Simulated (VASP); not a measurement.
# BN (F-43m) in VASP: a series of runs, part 2 of 2

VASP 6.6.1. The steps go on from the part before.

## Step 5: Single point, PBE (strained)

INCAR

```
PREC = Accurate
ENCUT = 520
EDIFF = 1E-7
ISMEAR = 0
SIGMA = 0.02
LREAL = False
LASPH = True
NELM = 60
ALGO = Normal
ISIF = 2
LWAVE = False
LCHARG = False
GGA = PE
NBANDS = 11
```

KPOINTS

```
regular mesh
0
Gamma
  12 12 12
```

POSCAR

```
BN
1.0
    0.0000000000      1.7446146023      1.7446146023
    1.7446146023      0.0000000000      1.7446146023
    1.7446146023      1.7446146023      0.0000000000
B N
1 1
Direct
    0.0000000000      0.0000000000      0.0000000000
    0.7500000000      0.7500000000      0.7500000000
```

Potentials or basis: VASP PAW PBE potentials, release 64 (B, N).

Command:

```console
> cat potpaw_PBE.64/B/POTCAR potpaw_PBE.64/N/POTCAR > POTCAR
> mpirun -np 1 vasp_std > vasp.out
```

OUTCAR:

```text
PREC = Accurate
   ENCUT = 520
   EDIFF = 1E-7
   ISMEAR = 0
   LREAL = False
   LASPH = True
   NELM = 60
   ISIF = 2
   GGA = PE

 ion  position               nearest neighbor table
   1  0.000  0.000  0.000-   2 1.51   2 1.51   2 1.51   2 1.51
   2  0.750  0.750  0.750-   1 1.51   1 1.51   1 1.51   1 1.51

  LATTYP: Found a face centered cubic cell.
 ALAT       =     3.4892292046

  Lattice vectors:

 A1 = (   0.0000000000,   1.7446146023,   1.7446146023)
 A2 = (   1.7446146023,   0.0000000000,   1.7446146023)
 A3 = (   1.7446146023,   1.7446146023,   0.0000000000)

Analysis of symmetry for initial positions (statically):
=====================================================================
 Subroutine PRICEL returns:
 Original cell was already a primitive cell.

 Routine SETGRP: Setting up the symmetry group for a
 face centered cubic supercell.

 Subroutine GETGRP returns: Found 24 space group operations
 (whereof 24 operations were pure point group operations)
 out of a pool of 48 trial point group operations.

The static configuration has the point symmetry T_d .

Analysis of symmetry for dynamics (positions and initial velocities):
=====================================================================
 Subroutine PRICEL returns:
 Original cell was already a primitive cell.

 Routine SETGRP: Setting up the symmetry group for a
 face centered cubic supercell.

 Subroutine GETGRP returns: Found 24 space group operations
 (whereof 24 operations were pure point group operations)
 out of a pool of 48 trial point group operations.

The dynamic configuration has the point symmetry T_d .

 Subroutine INISYM returns: Found 24 space group operations
 (whereof 24 operations are pure point group operations),
 and found     1 'primitive' translations

----------------------------------------------------------------------------------------

                                     Primitive cell
[... 112 lines left out ...]
  volume/ion in A,a.u.               =       5.31        35.83
  Fermi-wavevector in a.u.,A,eV,Ry     =   1.489574  2.814886 30.189012  2.218830
  Thomas-Fermi vector in A             =   2.602465
   LORBIT       =      0    0 simple, 1 ext, 2 COOP (PROOUT), +10 PAW based schemes
   GGA     = PE    functional components
   LHFCALC =     F    Hartree Fock is set to
   AEXX    =    0.0000 exact exchange contribution
   IVDW    =     0    specifies the selected vdW correction
   LEPSILON=     F    determine dielectric tensor
   LRPA    =     F    only Hartree local field effects (RPA)
 non-spin polarized calculation
 Gauss-broadening in eV      SIGMA  =   0.02
  energy-cutoff  :      520.00
  volume of cell :       10.62
 maximum number of plane-waves:       302
   NGX =  9   NGY =  9   NGZ =  9

 number of electron       7.9999997 magnetization

 Free energy of the ion-electron system (eV)
  ---------------------------------------------------
  ext. energy  EPLUGINS =         0.00000000
  ---------------------------------------------------
  free energy    TOTEN  =       -17.25340317 eV

  energy without entropy =      -17.25340317  energy(sigma->0) =      -17.25340317

 E-fermi :   8.8606     XC(G=0): -13.3545

 val. band max:        8.7691988267   @ k =   0.0000   0.0000   0.0000
 cond. band min:      13.3334732307   @ k =   0.5000   0.5000   0.0000
 fundamental gap:      4.5642744039
 Fermi energy:         8.8605729283

 k-point     1 :       0.0000    0.0000    0.0000
  band No.  band energies     occupation
      1     -12.7213      2.00000
      2       8.7692      2.00000
      3       8.7692      2.00000
      4       8.7692      2.00000
      5      18.0969      0.00000
      6      18.0969      0.00000
      7      18.0969      0.00000
      8      20.9025      0.00000
      9      35.5763      0.00000
     10      37.8687      0.00000
     11      37.8687      0.00000
[... 309 lines left out ...]
 k-point    24 :      -0.4167    0.1667    0.0000
  band No.  band energies     occupation
      1      -7.5823      2.00000
      2      -2.1817      2.00000
      3       4.2753      2.00000
      4       5.9128      2.00000
      5      18.5954      0.00000
      6      21.8202      0.00000
      7      22.3580      0.00000
      8      25.8859      0.00000
      9      31.2059      0.00000
     10      35.4801      0.00000
     11      37.6841      0.00000

 [... further k-points ...]
[... 5 lines left out ...]
  --------------------------------------------------------------------------------------
  -------------------------------------------------------------------------------------
  Total        3.5080641      3.5080641      3.5080641      0.0000000      0.0000000      0.0000000
  in kB      529.2362699    529.2362699    529.2362699      0.0000000      0.0000000      0.0000000
  external PRESSURE =     529.2362699 kB  Pullay stress =       0.0000000 kB

 VOLUME and BASIS-vectors are now :
 -----------------------------------------------------------------------------
  energy-cutoff  :      520.00
  volume of cell :       10.62
      direct lattice vectors                 reciprocal lattice vectors
     0.000000000  1.744614602  1.744614602    -0.286596248  0.286596248  0.286596248
     1.744614602  0.000000000  1.744614602     0.286596248 -0.286596248  0.286596248
     1.744614602  1.744614602  0.000000000     0.286596248  0.286596248 -0.286596248

 POSITION                                       TOTAL-FORCE (eV/Angst)
 -----------------------------------------------------------------------------------
      0.00000      0.00000      0.00000         0.000000      0.000000      0.000000
      2.61692      2.61692      2.61692        -0.000000     -0.000000     -0.000000
 -----------------------------------------------------------------------------------
    total drift:                               -0.000000     -0.000000      0.000000

  FREE ENERGIE OF THE ION-ELECTRON SYSTEM (eV)
  ---------------------------------------------------
  free  energy   TOTEN  =       -17.2534031714 eV

  energy  without entropy=      -17.2534031714  energy(sigma->0) =      -17.25340317
```

Run time: 18 s. Hardware: 1 thread of AMD EPYC 7R13, shared host; peak memory 0.09 GiB.

What came out:

* Free energy: -17.2534 eV
* Pressure: 52.9 GPa
* Band gap on the k mesh: 4.56 eV, indirect (least direct gap 9.33 eV)

Levels at points of the mesh, in eV from the valence-band top:
```tsv
k point	band 2	band 3	band 4	band 5	band 6	band 7
(0.00, 0.00, 0.00)	0.00	0.00	0.00	9.33	9.33	9.33
(0.50, 0.00, 0.00)	-11.71	-2.15	-2.15	11.29	11.29	11.58
(0.50, 0.50, 0.00)	-9.64	-5.45	-5.45	4.56	9.82	19.61
```

Caveat: the cell differs from its parent crystal (strained).

## Step 6: Single point, PBE (strained)

INCAR

```
SYSTEM = BN
PREC     = Accurate       ! precision mode
ENCUT    = 520            ! plane-wave cutoff, eV
EDIFF    = 1E-6           ! SCF threshold, eV
ISMEAR   = 0              ! smearing method
SIGMA    = 0.02           ! smearing width, eV
LREAL    = .False.        ! projectors in reciprocal space
LASPH    = .True.         ! aspherical terms in the spheres
NELM     = 80             ! most SCF steps
ALGO     = Normal         ! electronic algorithm
ISIF     = 2              ! what is computed and relaxed
LWAVE    = .False.        ! write WAVECAR
LCHARG   = .False.        ! write CHGCAR
GGA      = PE             ! functional
NBANDS   = 11             ! bands
```

KPOINTS

```
regular mesh
0
Gamma
  12 12 12
  0 0 0
```

POSCAR

```
BN
1.0
    0.0000000000      1.7838298139      1.7838298139
    1.7838298139      0.0000000000      1.7838298139
    1.7838298139      1.7838298139      0.0000000000
B N
1 1
Direct
    0.0000000000      0.0000000000      0.0000000000
    0.7500000000      0.7500000000      0.7500000000
```

Potentials or basis: VASP PAW PBE potentials, release 64 (B, N).

Command:

```console
> cat potpaw_PBE.64/B/POTCAR potpaw_PBE.64/N/POTCAR > POTCAR
> mpirun -np 1 vasp_std > vasp.out
```

It took 21 s on 1 thread of AMD EPYC 7R13, shared host; peak memory 0.09 GiB.

It converged, with:

```yaml
Free_energy: -17.4169 eV
Pressure: 19.7 GPa
Band_gap_on_the_k_mesh: 4.50 eV, indirect (least direct gap 9.01 eV)
```

Levels at points of the mesh, in eV from the valence-band top:
| k point | band 1 | band 2 | band 3 | band 4 | band 5 | band 6 | band 7 | band 8 | band 9 |
| --- | --- | --- | --- | --- | --- | --- | --- | --- | --- |
| (0.00, 0.00, 0.00) | -20.69 | 0.00 | 0.00 | 0.00 | 9.01 | 9.01 | 9.01 | 11.00 | 25.50 |
| (0.50, 0.00, 0.00) | -16.28 | -11.06 | -2.02 | -2.02 | 10.67 | 10.92 | 10.92 | 15.67 | 24.03 |
| (0.50, 0.50, 0.00) | -14.86 | -9.18 | -5.10 | -5.10 | 4.50 | 9.45 | 18.53 | 18.53 | 21.47 |

Caveat: the cell differs from its parent crystal (strained). A k mesh can miss the band edges.

## Step 7: Overview

```csv
task,cell,cutoff (eV),smearing,gap on the mesh (eV),pressure (GPa)
single point,"a = 2.563 Å, angles 60.0°, 2 atoms",520,gaussian 0.02 eV,4.45,0.2
single point,"a = 2.512 Å, angles 60.0°, 2 atoms",520,gaussian 0.01 eV,4.51,25.4
relaxation of cell and atoms,"relaxed to 25 GPa from a = 2.563 Å, angles 60.0°, 2 atoms",600,gaussian 0.01 eV,4.51,25.0
single point,"a = 2.467 Å, angles 60.0°, 2 atoms",520,gaussian 0.02 eV,4.56,52.9
single point,"a = 2.523 Å, angles 60.0°, 2 atoms",520,gaussian 0.02 eV,4.50,19.7
```

Alike in all rows: level PBE; potentials or basis VASP PAW PBE potentials, release 64 (B, N); no spin polarisation; k mesh 12 × 12 × 12.

Caveats: the cell is relaxed towards a set pressure, so the enthalpy falls and the energy may rise (some runs).

Absolute energies hang on the potentials; compare differences alone.
